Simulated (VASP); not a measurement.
# InP: single point with r2SCAN

The system is InP.

```
CELL_PARAMETERS angstrom
0.00000 2.74762 2.74762
2.74762 0.00000 2.74762
2.74762 2.74762 0.00000
ATOMIC_POSITIONS crystal
In 0.00000 0.00000 0.00000
P 0.50000 0.50000 0.50000
```

- Program: VASP 6.6.1
- Task: single point
- Functional: r2SCAN
- Potentials or basis: VASP PAW PBE potentials, release 64 (In_d, P)
- Cutoff: 520 eV
- k mesh: 14 × 14 × 14
- Occupations: gaussian, width 0.05 eV
- Spin: no spin polarisation
- Dipole correction: no
- Further INCAR settings: ALGO = Normal; EDIFF = 1e-06; NBANDS = 16

```
Pressure               : 0.0 GPa
Band gap on the k mesh : zero (bands 9 and 10 overlap by 2.61 eV)
```

Levels at points of the mesh, in eV from the Fermi level:
| k point | band 5 | band 6 | band 7 | band 8 | band 9 | band 10 | band 11 | band 12 | band 13 | band 14 |
| --- | --- | --- | --- | --- | --- | --- | --- | --- | --- | --- |
| (0.00, 0.00, 0.00) | -14.75 | -12.68 | -0.32 | -0.32 | -0.32 | 1.24 | 7.55 | 7.55 | 7.55 | 9.25 |
| (0.50, 0.00, 0.00) | -14.66 | -10.47 | -6.91 | 0.15 | 0.15 | 2.98 | 3.72 | 3.72 | 5.90 | 11.95 |
| (0.50, 0.50, 0.00) | -14.63 | -9.21 | -5.23 | -2.50 | -2.50 | -2.29 | 4.18 | 10.85 | 10.85 | 11.27 |

It took 2.4 min on 1 thread of Intel(R) Xeon(R) 6975P-C (Granite Rapids) (shared host), peak memory 0.21 GiB.

Caveat: the PAW data sets were made with another functional, which shifts forces and pressure a little; spin-orbit coupling is left out, which moves the levels of the heavy elements.
